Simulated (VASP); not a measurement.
# In in VASP: a series of runs

The runs below take In through single point, with PBE.

Program: VASP 6.6.1. These are calculated values, not measurements. Logs are shortened: lines on timing, memory, paths and dates and some standing lists are left out, and cuts for length are marked.

## Step 1: The cell of the first run

It takes space group C2/m (No. 12, monoclinic). The conventional cell has a = 4.554 Å, b = 4.645 Å, c = 3.315 Å, α = 90.00°, β = 131.74°, γ = 90.00°. In (site symmetry 2/m) has 12 In at 3.25 to 3.41 Å within 4.3 Å.

## Step 2: Single point, PBE (equal xy, yz and zx shear strains of -2 %)

INCAR reads:

```
  ALGO = Normal
  EDIFF = 1E-6
  ENCUT = 500
  GGA = PE
  GGA_COMPAT = False
  ISIF = 2
  ISMEAR = -1
  LASPH = True
  LCHARG = True
  LELF = True
  LREAL = False
  LVHAR = True
  LWAVE = False
  NBANDS = 12
  NELM = 120
  PREC = Accurate
  SIGMA = 0.05
```

KPOINTS reads:

```
k-points
0
Gamma
  12 12 14
```

POSCAR reads:

```
In
1.0
   -1.6671510000      1.6176720000      2.4739500000
    1.6176720000     -1.6671510000      2.4739500000
    1.6346280000      1.6346280000     -2.5064730000
In
1
Direct
    0.0000000000      0.0000000000      0.0000000000
```

Potentials or basis: VASP PAW PBE potentials, release 64 (In_d).

The run is started by

```
> cat potpaw_PBE.64/In_d/POTCAR > POTCAR
> mpirun -np 1 vasp_std > vasp.out
```

OUTCAR:

```text
EDIFF = 1E-6
   ENCUT = 500
   GGA = PE
   ISIF = 2
   ISMEAR = -1
   LASPH = True
   LREAL = False
   NELM = 120
   PREC = Accurate

 ion  position               nearest neighbor table
   1  0.000  0.000  0.000-

  Warning from LATTYP: Got some problem with cell dimensions!
  Tried to take original basis but could not verify dimensions!
  LATTYP: Found a base centered monoclinic cell.
 ALAT       =     4.5539168681
 B/A-ratio  =     1.0200979445
 C/A-ratio  =     0.7278366462
 COS(beta)  =    -0.6657514815

  Lattice vectors:

 A1 = (  -3.2523000000,   0.0325230000,   0.0325230000)
 A2 = (   0.0325230000,  -3.2523000000,   0.0325230000)
 A3 = (   1.5851490000,   1.5851490000,   2.4414270000)

Analysis of symmetry for initial positions (statically):
=====================================================================
 Subroutine PRICEL returns:
 Original cell was already a primitive cell.

 Routine SETGRP: Setting up the symmetry group for a
 base centered monoclinic supercell.

 Subroutine GETGRP returns: Found  4 space group operations
 (whereof  4 operations were pure point group operations)
 out of a pool of  4 trial point group operations.

The static configuration has the point symmetry C_2h.

Analysis of symmetry for dynamics (positions and initial velocities):
=====================================================================
 Subroutine PRICEL returns:
 Original cell was already a primitive cell.

 Routine SETGRP: Setting up the symmetry group for a
 base centered monoclinic supercell.

 Subroutine GETGRP returns: Found  4 space group operations
 (whereof  4 operations were pure point group operations)
 out of a pool of  4 trial point group operations.

The dynamic configuration has the point symmetry C_2h.

 Subroutine INISYM returns: Found  4 space group operations
 (whereof  4 operations are pure point group operations),
 and found     1 'primitive' translations

----------------------------------------------------------------------------------------

                                     Primitive cell

  volume of cell :      26.1602

  direct lattice vectors                    reciprocal lattice vectors
    -1.667151000  1.617672000  2.473950000     0.005148319  0.309578726  0.205253214
     1.617672000 -1.667151000  2.473950000     0.309578726  0.005148319  0.205253214
     1.634628000  1.634628000 -2.506473000     0.310643272  0.310643272  0.006212865

  length of vectors
     3.393623986  3.393623986  3.409754287     0.371475941  0.371475941  0.439359857

  position of ions in fractional coordinates (direct lattice)
[... 86 lines left out ...]
   TEBEG  =    0.0;   TEEND  =   0.0 temperature during run
   PSTRESS=    0.0 pullay stress
   NELECT =      13.0000    total number of electrons
   NUPDOWN=      -1.0000    fix difference up-down
   EMIN   =  10.00;   EMAX   =-10.00  energy-range for DOS
   EFERMI =   0.00;   METHOD = LEGACY
   ISMEAR =    -1;   SIGMA  =   0.05  broadening in eV -4-tet -1-fermi 0-gaus
   EFERMI_NEDOS =   21; number of points for ismear=-14 and -15
   IALGO  =     38    algorithm
   IMIX   =      4    mixing-type and parameters
     AMIX     =   0.40;   BMIX     =  1.00
     AMIX_MAG =   1.60;   BMIX_MAG =  1.00
  volume/ion in A,a.u.               =      26.16       176.54
  Fermi-wavevector in a.u.,A,eV,Ry     =   1.296708  2.450423 22.877550  1.681453
  Thomas-Fermi vector in A             =   2.428147
   LORBIT       =      0    0 simple, 1 ext, 2 COOP (PROOUT), +10 PAW based schemes
   GGA     = PE    functional components
   LHFCALC =     F    Hartree Fock is set to
   AEXX    =    0.0000 exact exchange contribution
   IVDW    =     0    specifies the selected vdW correction
   LEPSILON=     F    determine dielectric tensor
   LRPA    =     F    only Hartree local field effects (RPA)
 non-spin polarized calculation
  energy-cutoff  :      500.00
  volume of cell :       26.16
 maximum number of plane-waves:       679
 NGX is ok and might be reduce to    28
   NGX = 13   NGY = 13   NGZ = 13

 number of electron      13.0000002 magnetization

 Free energy of the ion-electron system (eV)
  ---------------------------------------------------
  ext. energy  EPLUGINS =         0.00000000
  ---------------------------------------------------
  free energy    TOTEN  =        -2.55219582 eV

  energy without entropy =       -2.54873588  energy(sigma->0) =       -2.55046585

 E-fermi :   7.5059     XC(G=0): -10.2527

 val. band max:        7.4869843529   @ k =  -0.4167   0.0833   0.2857
 cond. band min:       7.5260835030   @ k =   0.3333   0.3333   0.2857
 fundamental gap:      0.0390991501
 Fermi energy:         7.5059034916

 k-point     1 :       0.0000    0.0000    0.0000
  band No.  band energies     occupation
      1      -7.1840      2.00000
      2      -7.0946      2.00000
      3      -7.0621      2.00000
      4      -6.9945      2.00000
      5      -6.8914      2.00000
      6      -2.0214      2.00000
      7      17.7531      0.00000
      8      17.9848      0.00000
      9      18.5368      0.00000
     10      19.2221      0.00000
     11      21.1819      0.00000
     12      21.5289      0.00000
[... 331 lines left out ...]
 k-point    24 :      -0.4167    0.1667   -0.0000
  band No.  band energies     occupation
      1      -7.1640      2.00000
      2      -7.0782      2.00000
      3      -7.0245      2.00000
      4      -6.9088      2.00000
      5      -6.7932      2.00000
      6       1.5391      2.00000
      7       7.9493      0.00028
      8      13.2654      0.00000
      9      13.9293      0.00000
     10      16.3111      0.00000
     11      21.4127      0.00000
     12      22.5243      0.00000

 [... further k-points ...]

------------------------ aborting loop because EDIFF is reached ----------------------------------------

  FORCE on cell =-STRESS in cart. coord.  units (eV):
  Direction    XX          YY          ZZ          XY          YZ          ZX
  --------------------------------------------------------------------------------------
  -------------------------------------------------------------------------------------
  Total        0.3172833      0.3172833      0.3593049      0.0100434     -0.0018881     -0.0018882
  in kB       19.4319687     19.4319687     22.0055785      0.6151064     -0.1156393     -0.1156421
  external PRESSURE =      20.2898386 kB  Pullay stress =       0.0000000 kB

 VOLUME and BASIS-vectors are now :
 -----------------------------------------------------------------------------
  energy-cutoff  :      500.00
  volume of cell :       26.16
      direct lattice vectors                 reciprocal lattice vectors
    -1.667151000  1.617672000  2.473950000     0.005148319  0.309578726  0.205253214
     1.617672000 -1.667151000  2.473950000     0.309578726  0.005148319  0.205253214
     1.634628000  1.634628000 -2.506473000     0.310643272  0.310643272  0.006212865

 POSITION                                       TOTAL-FORCE (eV/Angst)
 -----------------------------------------------------------------------------------
      0.00000      0.00000      0.00000        -0.000000      0.000000      0.000000
 -----------------------------------------------------------------------------------
    total drift:                               -0.000000     -0.000000     -0.000000

  FREE ENERGIE OF THE ION-ELECTRON SYSTEM (eV)
  ---------------------------------------------------
  free  energy   TOTEN  =        -2.5521958233 eV

  energy  without entropy=       -2.5487358822  energy(sigma->0) =       -2.55046585
```

Wall time 2.3 min (1 thread of Intel Xeon Platinum 8488C (Sapphire Rapids), shared host); peak memory 0.28 GiB.

Results:

| Property | Result |
| --- | --- |
| Free energy | -2.5522 eV |
| Pressure | 2.0 GPa |
| Band gap on the k mesh | zero (an odd number of electrons rules out a gap without spin polarisation) |

Caveat: the cell differs from its parent crystal (equal xy, yz and zx shear strains of -2 %); spin-orbit coupling is left out, which moves the levels of the heavy elements.

## Step 3: Single point, PBE (equal xy, yz and zx shear strains of +1 %)

INCAR reads:

```
PREC = Accurate ; ENCUT = 500
EDIFF = 1E-6 ; ISMEAR = -1
SIGMA = 0.05 ; LREAL = F
LASPH = T ; NELM = 120
ALGO = Normal ; ISIF = 2
LWAVE = F ; LCHARG = F
GGA = PE ; NBANDS = 12
GGA_COMPAT = F
```

KPOINTS reads:

```
Automatic mesh
0
Gamma
  12 12 14
```

POSCAR reads:

```
In
1.0
   -1.6056495000      1.6303890000      2.4739500000
    1.6303890000     -1.6056495000      2.4739500000
    1.6219110000      1.6219110000     -2.4576885000
In
1
Direct
    0.0000000000      0.0000000000      0.0000000000
```

Potentials or basis: VASP PAW PBE potentials, release 64 (In_d).

The run is started by

```
> cat potpaw_PBE.64/In_d/POTCAR > POTCAR
> mpirun -np 1 vasp_std > vasp.out
```

OUTCAR:

```text
PREC = Accurate
   ENCUT = 500
   EDIFF = 1E-6
   ISMEAR = -1
   LREAL = F
   LASPH = T
   NELM = 120
   ISIF = 2
   GGA = PE

 ion  position               nearest neighbor table
   1  0.000  0.000  0.000-

  Warning from LATTYP: Got some problem with cell dimensions!
  Tried to take original basis but could not verify dimensions!
  LATTYP: Found a base centered monoclinic cell.
 ALAT       =     4.6225584154
 B/A-ratio  =     0.9900252466
 C/A-ratio  =     0.7272507266
 COS(beta)  =    -0.6771396136

[... 543 lines left out ...]
     12      22.0868      0.00000

 [... further k-points ...]

------------------------ aborting loop because EDIFF is reached ----------------------------------------

  FORCE on cell =-STRESS in cart. coord.  units (eV):
  Direction    XX          YY          ZZ          XY          YZ          ZX
  --------------------------------------------------------------------------------------
  -------------------------------------------------------------------------------------
  Total        0.3261096      0.3261096      0.3378723     -0.0547234      0.0388540      0.0388541
  in kB       19.9679990     19.9679990     20.6882414     -3.3507664      2.3790697      2.3790712
  external PRESSURE =      20.2080798 kB  Pullay stress =       0.0000000 kB

 VOLUME and BASIS-vectors are now :
 -----------------------------------------------------------------------------
  energy-cutoff  :      500.00
  volume of cell :       26.17
      direct lattice vectors                 reciprocal lattice vectors
    -1.605649500  1.630389000  2.473950000    -0.002535353  0.306484456  0.200586198
     1.630389000 -1.605649500  2.473950000     0.306484456 -0.002535353  0.200586198
     1.621911000  1.621911000 -2.457688500     0.305960207  0.305960207 -0.003059602

 POSITION                                       TOTAL-FORCE (eV/Angst)
 -----------------------------------------------------------------------------------
      0.00000      0.00000      0.00000         0.000000     -0.000000      0.000000
 -----------------------------------------------------------------------------------
    total drift:                               -0.000000     -0.000000     -0.000000

  FREE ENERGIE OF THE ION-ELECTRON SYSTEM (eV)
  ---------------------------------------------------
  free  energy   TOTEN  =        -2.5524954519 eV

  energy  without entropy=       -2.5487176117  energy(sigma->0) =       -2.55060653
```

OSZICAR:

```text
N       E                     dE             d eps       ncg     rms          rms(c)
DAV:   1     0.777648366631E+02    0.77765E+02   -0.61269E+03 13520   0.133E+03
DAV:   2     0.126032514926E+01   -0.76505E+02   -0.74443E+02 14016   0.289E+02
DAV:   3    -0.249097149403E+01   -0.37513E+01   -0.37384E+01 15848   0.644E+01
DAV:   4    -0.257602938858E+01   -0.85058E-01   -0.85032E-01 16636   0.970E+00
DAV:   5    -0.257997891626E+01   -0.39495E-02   -0.39494E-02 18448   0.187E+00    0.230E+00
DAV:   6    -0.255718918454E+01    0.22790E-01   -0.36345E-02 16968   0.390E+00    0.114E+00
DAV:   7    -0.255275874970E+01    0.44304E-02   -0.11417E-02 17392   0.202E+00    0.257E-01
DAV:   8    -0.255248859199E+01    0.27016E-03   -0.90074E-04 18736   0.497E-01    0.336E-02
DAV:   9    -0.255249463776E+01   -0.60458E-05   -0.11941E-05 18376   0.472E-02    0.148E-02
DAV:  10    -0.255249545187E+01   -0.81411E-06   -0.12684E-06 14060   0.118E-02
   1 F= -.25524955E+01 E0= -.25506065E+01  d E =-.377784E-02
```

stdout:

```text
POSCAR found type information on POSCAR In
 POSCAR found :  1 types and       1 ions
 scaLAPACK will be used
 LDA part: xc-table for (Slater+PW92), standard interpolation
 POSCAR, INCAR and KPOINTS ok, starting setup
 FFT: planning ... GRIDC
 FFT: planning ... GRID_SOFT
 FFT: planning ... GRID
 WAVECAR not read
 entering main loop
```

It took 1.9 min on 1 thread of Intel Xeon Platinum 8488C (Sapphire Rapids), shared host; peak memory 0.28 GiB.

Results:

| Quantity | Value |
| --- | --- |
| Free energy | -2.5525 eV |
| Pressure | 2.0 GPa |
| Band gap on the k mesh | zero (an odd number of electrons rules out a gap without spin polarisation) |

Caveat: the cell differs from its parent crystal (equal xy, yz and zx shear strains of +1 %); spin-orbit coupling is left out, which moves the levels of the heavy elements.

## Step 4: Single point, PBE (equal xx and yy strain of -2 %)

INCAR reads:

```
SYSTEM = In
  PREC = Accurate
  ENCUT = 500
  EDIFF = 1E-6
  ISMEAR = -1
  SIGMA = 0.05
  LREAL = .False.
  LASPH = .True.
  NELM = 120
  ALGO = Normal
  ISIF = 2
  LWAVE = .False.
  LCHARG = .False.
  GGA = PE
  ISYM = 0
  NBANDS = 12
  GGA_COMPAT = .False.
```

KPOINTS reads:

```
Automatic mesh
0
Gamma
  12 12 14
  0 0 0
```

POSCAR reads:

```
In
1.0
   -1.5936270000      1.5936270000      2.4739500000
    1.5936270000     -1.5936270000      2.4739500000
    1.5936270000      1.5936270000     -2.4739500000
In
1
Direct
    0.0000000000      0.0000000000      0.0000000000
```

The run is started by

```
> cat potpaw_PBE.64/In_d/POTCAR > POTCAR
> mpirun -np 1 vasp_std > vasp.out
```

It took 2.7 min on 1 thread of Intel Xeon 8259CL, shared host; peak memory 0.37 GiB.

The run converged. Its results:

* Free energy: -2.5328 eV
* Pressure: 4.0 GPa
* Band gap on the k mesh: zero (an odd number of electrons rules out a gap without spin polarisation)

Stress tensor (GPa, compression positive):
```
 4.05 -0.33  0.11
-0.33  4.05  0.11
 0.11  0.11  3.99
```

Levels at points of the mesh, in eV from the Fermi level:
| k point | band 4 | band 5 | band 6 | band 7 | band 8 | band 9 |
| --- | --- | --- | --- | --- | --- | --- |
| (0.00, 0.00, 0.00) | -14.57 | -14.43 | -9.83 | 10.91 | 10.91 | 11.14 |
| (0.50, 0.00, 0.00) | -14.35 | -14.30 | -4.31 | -3.55 | 7.49 | 9.69 |
| (0.00, 0.50, 0.00) | -14.35 | -14.30 | -4.31 | -3.55 | 7.49 | 9.69 |
| (0.50, 0.50, 0.00) | -14.33 | -14.21 | -2.00 | -1.42 | 3.47 | 4.02 |
| (0.00, 0.00, 0.50) | -14.33 | -14.21 | -2.00 | -1.42 | 3.47 | 4.02 |
| (0.50, 0.00, 0.50) | -14.35 | -14.30 | -4.31 | -3.55 | 7.49 | 9.69 |
| (0.00, 0.50, 0.50) | -14.35 | -14.30 | -4.31 | -3.55 | 7.49 | 9.69 |
| (0.50, 0.50, 0.50) | -14.29 | -14.29 | -3.11 | -2.94 | 5.04 | 5.04 |

Caveat: the cell differs from its parent crystal (equal xx and yy strain of -2 %); the cell stands under pressure; spin-orbit coupling is left out, which moves the levels of the heavy elements.

## Step 5: Overview

| cell | gap on the mesh (eV) | pressure (GPa) |
| --- | --- | --- |
| a = 3.394, b = 3.394, c = 3.410 Å, angles 122.9, 122.9, 86.4°, 1 atom | none | 2.0 |
| a = 3.370, b = 3.370, c = 3.362 Å, angles 122.2, 122.2, 85.5°, 1 atom | none | 2.0 |
| a = 3.347 Å, angles 123.1, 123.1, 84.7°, 1 atom | none | 4.0 |

Alike in all rows: task single point; level PBE; potentials or basis VASP PAW PBE potentials, release 64 (In_d); no spin polarisation; k mesh 12 × 12 × 14; cutoff (eV) 500; smearing fermi-dirac 0.05 eV.

Caveats: spin-orbit coupling is left out, which moves the levels of the heavy elements; the cell stands under pressure (at least some runs).

Total energies depend on the potentials used, so only differences within one code and one set of settings carry meaning.
